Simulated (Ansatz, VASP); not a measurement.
## ZnS in VASP and in Ansatz

```
Zn S
1.0
     3.74288    0.00000    0.00000
    -1.87144    3.24143    0.00000
     0.00000    0.00000    6.30372
Zn S
2 2
Direct
  0.33333 0.66667 0.00520
  0.66667 0.33333 0.50520
  0.33333 0.66667 0.37980
  0.66667 0.33333 0.87980
```

Change from the starting cell: mode 4 frozen in at +0.000 Å, equal normal strain along x and y -0.0267.

Alike in both runs: task single point; functional PBE; k mesh 9 × 9 × 4; occupations gaussian, width 0.05 eV; no spin polarisation.

|  | VASP | Ansatz |
| --- | --- | --- |
| version | VASP 6.6.1 | Ansatz 0.2.0 |
| potentials or method | VASP PAW PBE potentials, release 64 (Zn, S), cutoff 520 eV | scalar-relativistic, plane waves, PAW |
| valence electrons in the cell | 36 | 36 |

```csv
,VASP,Ansatz,Ansatz less VASP
gap on the k mesh at the Fermi level (eV),2.26,2.25,-0.005
least direct gap on the mesh (eV),2.26,2.25,-0.005
pressure (GPa),4.5,4.3,-0.20
"traceless stress, the component that is largest in VASP (GPa)",-2.71,-2.69,+0.017
rms of the force components (eV/Å),0.120,0.118,-0.0019
```

Atom by atom the forces differ by 0.002 eV/Å (rms over components).
